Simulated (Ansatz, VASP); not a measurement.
Co: VASP beside Ansatz

The input INCAR:

```
SYSTEM = Co
PREC = Accurate
ENCUT = 520
EDIFF = 1E-7
ISMEAR = -1
SIGMA = 0.05
LREAL = .FALSE.
LASPH = .TRUE.
NELM = 150
ALGO = Normal
ISIF = 2
LWAVE = .FALSE.
LCHARG = .TRUE.
ISPIN = 2
MAGMOM = 1.685
LORBIT = 11
LMAXMIX = 4
LELF = .TRUE.
LVHAR = .TRUE.
NBANDS = 14
```

KPOINTS

```
regular mesh
0
G
  26 26 26
  0 0 0
```

File POSCAR:

```
Co
1.0
   -1.3665268818      1.3665268818      1.3665268818
    1.3665268818     -1.3665268818      1.3665268818
    1.3665268818      1.3665268818     -1.3665268818
Co
1
Direct
    0.0000000000      0.0000000000      0.0000000000
```

Input for Ansatz:

```yaml
crystal:
  lattice:
    - [-1.3665268818, 1.3665268818, 1.3665268818]
    - [1.3665268818, -1.3665268818, 1.3665268818]
    - [1.3665268818, 1.3665268818, -1.3665268818]
  atoms:
    - { symbol: Co, position: [0.0, 0.0, 0.0], spin: 1.685 }
hamiltonian:
  xc: lda
  pseudopotentials:
    kind: paw
    azcp:
      Co: "pseudopotentials/Co.paw.azcp"
basis:
  ecutwfc: 420
  fft_grid_basis: typed
kpoints:
  mp_grid: { grid: [26, 26, 26], shift: [0, 0, 0] }
magnetization:
  spin_polarized: true
scf:
  occupations: { method: fermi_dirac, width: 0.05 }
```

Alike in both runs: task single point; functional LDA; k mesh 26 × 26 × 26; occupations fermi-dirac, width 0.05 eV; collinear spin.

|  | VASP | Ansatz |
| --- | --- | --- |
| version | VASP 6.6.1 | Ansatz 0.2.0 |
| potentials or method | VASP PAW LDA potentials, release 64 (Co), cutoff 520 eV | plane waves (420 eV) with PAW, scalar-relativistic |
| valence electrons in the cell | 9 | 17 |

VASP gave:

* net moment per atom (μB): 1.62
* size of the moment on the site where the two differ most (μB): 1.61

Task: What did Ansatz give for the same quantities?

Result: net moment per atom (μB): 1.65; size of the moment on the site where the two differ most (μB): 1.68.

Ansatz warns that its potentials were made for another functional, while VASP's fit it. LDA's correlation is that of Perdew and Zunger in VASP and of Perdew and Wang (1992) in Ansatz. Site moments also hang on the region over which each program counts them. VASP's potentials hold 9 valence electrons a cell and Ansatz's 17, so a difference there can come from the potentials and not from the codes.
